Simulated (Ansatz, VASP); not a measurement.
One calculation of Li2S, two programs

Contents of INCAR:

```
  PREC = Accurate
  ENCUT = 750
  EDIFF = 1E-6
  ISMEAR = 1
  SIGMA = 0.16
  LREAL = F
  LASPH = T
  NELM = 120
  ALGO = Normal
  ISIF = 2
  LWAVE = F
  LCHARG = T
  GGA = PE
  LELF = T
  LVHAR = T
  NBANDS = 13
  GGA_COMPAT = F
```

The input KPOINTS:

```
Automatic mesh
0
Gamma
  4 4 4
```

File POSCAR:

```
Li2S
1.0
    0.0000000000      2.8351678429      2.8351678429
    2.8351678429      0.0000000000      2.8351678429
    2.8351678429      2.8351678429      0.0000000000
Li S
2 1
Direct
    0.7500000000      0.7500000000      0.7500000000
    0.2500000000      0.2500000000      0.2500000000
    0.0000000000      0.0000000000      0.0000000000
```

Input for Ansatz:

```yaml
crystal:
  lattice:
    - [0.0, 2.8351678429, 2.8351678429]
    - [2.8351678429, 0.0, 2.8351678429]
    - [2.8351678429, 2.8351678429, 0.0]
  atoms:
    - { symbol: Li, position: [0.75, 0.75, 0.75] }
    - { symbol: Li, position: [0.25, 0.25, 0.25] }
    - { symbol: S, position: [0.0, 0.0, 0.0] }
basis:
  ecutwfc: 420
kpoints:
  mp_grid: { grid: [4, 4, 4] }
hamiltonian:
  xc: pbe
scf:
  occupations: { method: cold, width: 0.16 }
  mixing: { preconditioner: none }
  max_iter: 63
output:
  forces: true
  stress: true
  eigenvalues: true
```

Alike in both runs: task single point; functional PBE; k mesh 4 × 4 × 4; no spin polarisation.

```csv
,VASP,Ansatz
version,VASP 6.6.1,Ansatz 0.2.0
potentials or method,"VASP PAW PBE potentials, release 64 (Li_sv, S), cutoff 750 eV","scalar-relativistic, plane waves, PAW"
occupations,"methfessel-paxton of order 1, width 0.16 eV","cold, width 0.16 eV"
valence electrons in the cell,12,12
```

Ansatz gave:

```
gap on the k mesh at the Fermi level (eV) : 3.38
least direct gap on the mesh (eV)         : 4.34
pressure (GPa)                            : 0.8
```

Question: Which values does VASP return?

Answer: gap on the k mesh at the Fermi level (eV): 3.37; least direct gap on the mesh (eV): 4.34; pressure (GPa): 0.6.

The k mesh is coarse, so the values compare programs but aren't converged.
